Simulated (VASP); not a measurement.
# TaN (P6_3mc) in VASP: notebook, part 3 of 3

VASP 6.6.1.

## (5) Electric field gradients, PBE (zz strain of +2 %)

Input file INCAR:

```
PREC = Accurate ; ENCUT = 520
EDIFF = 1E-8 ; ISMEAR = -1
SIGMA = 0.01 ; LREAL = F
LASPH = T ; NELM = 120
ALGO = Normal ; ISIF = 2
LWAVE = F ; LCHARG = F
GGA = PE ; LEFG = T
NBANDS = 24 ; GGA_COMPAT = F
```

Input file KPOINTS:

```
Automatic mesh
0
Gamma
  9 9 5
```

Input file POSCAR:

```
TaN
1.0
    3.0500010905      0.0000000000      0.0000000000
   -1.5250005453      2.6413784260      0.0000000000
    0.0000000000      0.0000000000      5.0388000000
Ta N
2 2
Direct
    0.3333333333      0.6666666667      0.0000000000
    0.6666666667      0.3333333333      0.5000000000
    0.3333333333      0.6666666667      0.3850000000
    0.6666666667      0.3333333333      0.8850000000
```

Potentials or basis: VASP PAW PBE potentials, release 64 (Ta_pv, N).

The run is started by

```
$ cat potpaw_PBE.64/Ta_pv/POTCAR potpaw_PBE.64/N/POTCAR > POTCAR
$ mpirun -np 1 vasp_std > vasp.out
```

OUTCAR:

```text
PREC = Accurate
   ENCUT = 520
   EDIFF = 1E-8
   ISMEAR = -1
   LREAL = F
   LASPH = T
   NELM = 120
   ISIF = 2
   GGA = PE

 ion  position               nearest neighbor table
   1  0.333  0.667  0.000-   4 1.85   4 1.85   4 1.85   3 1.94   2 3.07   2 3.07   2 3.07   2 3.07
                             2 3.07   2 3.07
   2  0.667  0.333  0.500-   3 1.85   3 1.85   3 1.85   4 1.94   1 3.07   1 3.07   1 3.07   1 3.07
                             1 3.07   1 3.07
   3  0.333  0.667  0.385-   2 1.85   2 1.85   2 1.85   1 1.94
   4  0.667  0.333  0.885-   1 1.85   1 1.85   1 1.85   2 1.94

  LATTYP: Found a hexagonal cell.
 ALAT       =     3.0500010905
 C/A-ratio  =     1.6520649831

  Lattice vectors:

 A1 = (   3.0500010905,   0.0000000000,   0.0000000000)
 A2 = (  -1.5250005453,   2.6413784260,   0.0000000000)
 A3 = (   0.0000000000,   0.0000000000,   5.0388000000)

Analysis of symmetry for initial positions (statically):
[... 856 lines left out ...]
 -----------------------------------------------------------------------------------
     -0.00000      1.76092      0.00000        -0.000000      0.000000      3.333673
      1.52500      0.88046      2.51940         0.000000     -0.000000      3.333673
     -0.00000      1.76092      1.93994         0.000000      0.000000     -3.333673
      1.52500      0.88046      4.45934        -0.000000      0.000000     -3.333673
 -----------------------------------------------------------------------------------
    total drift:                                0.000000      0.000000     -0.000331

  FREE ENERGIE OF THE ION-ELECTRON SYSTEM (eV)
  ---------------------------------------------------
  free  energy   TOTEN  =       -38.2266803879 eV

  energy  without entropy=      -38.2258508781  energy(sigma->0) =      -38.22626563

 Electric field gradients (V/A^2)
---------------------------------------------------------------------
 ion       V_xx      V_yy      V_zz      V_xy      V_xz      V_yz
---------------------------------------------------------------------
   1     -72.013   -72.014   144.027    -0.000    -0.000     0.000
   2     -72.013   -72.014   144.027    -0.000     0.000    -0.000
   3      -5.088    -5.087    10.175     0.001     0.000    -0.000
   4      -5.088    -5.087    10.175     0.001    -0.000     0.000
---------------------------------------------------------------------

 Electric field gradients after diagonalization (V/A^2)
 (convention: |V_zz| > |V_xx| > |V_yy|)
----------------------------------------------------------------------
 ion       V_xx      V_yy      V_zz     asymmetry (V_yy - V_xx)/ V_zz
----------------------------------------------------------------------
   1     -72.014   -72.013   144.027       0.000
   2     -72.014   -72.013   144.027       0.000
   3      -5.088    -5.087    10.175       0.000
   4      -5.088    -5.087    10.175       0.000
----------------------------------------------------------------------

           NMR quadrupolar parameters

 Cq : quadrupolar parameter    Cq=e*Q*V_zz/h
 eta: asymmetry parameters     (V_yy - V_xx)/ V_zz
 Q  : nuclear electric quadrupole moment in mb (millibarn)
----------------------------------------------------------------------
 ion       Cq(MHz)       eta       Q (mb)
----------------------------------------------------------------------
   1       0.348       0.000       1.000
   2       0.348       0.000       1.000
   3       0.025       0.000       1.000
   4       0.025       0.000       1.000
----------------------------------------------------------------------
```

Wall time 48 s (1 thread of AMD EPYC 7R13, shared host); peak memory 0.15 GiB.

Results:

```
Free energy            : -38.2267 eV
Pressure               : 127.5 GPa
Largest force          : 3.334 eV/Å
Band gap on the k mesh : zero (band 16 reaches 10.17 eV, above the bottom of band 17 at 7.94 eV)
```

Forces on the atoms (eV/Å):
```
Ta   0.000  0.000  3.334
Ta   0.000  0.000  3.334
N    0.000  0.000 -3.334
N    0.000  0.000 -3.334
```

Levels at points of the mesh, in eV from the Fermi level:
```csv
k point,band 14,band 15,band 16,band 17,band 18,band 19
"(0.00, 0.00, 0.00)",-7.72,-0.70,-0.70,-0.44,2.17,2.59
```

Electric field gradients, principal values (V/Å²):
| atom | least | middle | greatest (by size) |
| --- | --- | --- | --- |
| 1 Ta | -72.013 | -72.014 | 144.027 |
| 2 Ta | -72.013 | -72.014 | 144.027 |
| 3 N | -5.087 | -5.088 | 10.175 |
| 4 N | -5.087 | -5.088 | 10.175 |

Caveat: the cell differs from its parent crystal (zz strain of +2 %); without QUAD_EFG the Cq values of the log hold for a quadrupole moment of 1 mb, not for the nuclei; spin-orbit coupling is left out, which moves the levels of the heavy elements; forces of over 1 eV/Å act on the atoms, so gaps and moduli don't describe the material at rest.

## (6) Overview

| cell | gap on the mesh (eV) | pressure (GPa) | largest force (eV/Å) |
| --- | --- | --- | --- |
| a = 3.050, b = 3.050, c = 4.792 Å, angles 90.0, 90.0, 120.0°, 4 atoms | none | 162.4 | 0.63 |
| a = 3.050, b = 3.050, c = 4.891 Å, angles 90.0, 90.0, 120.0°, 4 atoms | none | 147.4 | 1.77 |
| a = 3.050, b = 3.050, c = 5.039 Å, angles 90.0, 90.0, 120.0°, 4 atoms | none | 127.5 | 3.33 |

Alike in all rows: task electric field gradients; level PBE; potentials or basis VASP PAW PBE potentials, release 64 (Ta_pv, N); no spin polarisation; k mesh 9 × 9 × 5; cutoff (eV) 520; smearing fermi-dirac 0.01 eV.

Caveats: spin-orbit coupling is left out, which moves the levels of the heavy elements; forces of over 1 eV/Å act on the atoms, so gaps and moduli don't describe the material at rest (some runs).

Total energies depend on the potentials used, so only differences within one code and one set of settings carry meaning.
